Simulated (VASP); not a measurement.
A run of VASP 6.6.1:

INCAR

```
SYSTEM = Rh
ALGO = Normal
EDIFF = 1E-6
ENCUT = 520
GGA = PE
ISIF = 2
ISMEAR = 0
LASPH = .TRUE.
LCHARG = .TRUE.
LELF = .TRUE.
LREAL = .FALSE.
LVHAR = .TRUE.
LWAVE = .FALSE.
NBANDS = 22
NELM = 60
PREC = Accurate
SIGMA = 0.1
```

KPOINTS

```
k-points
0
G
  11 11 6
  0 0 0
```

POSCAR

```
Rh
1.0
    2.7309790000      0.0000000000      0.0000000000
   -1.3654895000      2.3650971912      0.0000000000
    0.0000000000      0.0000000000      4.4284890000
Rh
2
Direct
    0.6666666667      0.3333333333      0.7500000000
    0.3333333333      0.6666666667      0.2500000000
```

Potentials or basis: VASP PAW PBE potentials, release 64 (Rh_pv).

The run is started by

```bash
$ cat potpaw_PBE.64/Rh_pv/POTCAR > POTCAR
$ mpirun -np 1 vasp_std > vasp.out
```

Hardware: 1 thread of AMD EPYC 7R13 Processor (Zen 3), with other jobs on the host.

Q: Estimate the wall time of this run.

A: Wall time 20 s on 1 thread of AMD EPYC 7R13 Processor (Zen 3) (shared host), peak memory 0.13 GiB. Counts: scf iterations 11, k points 64.
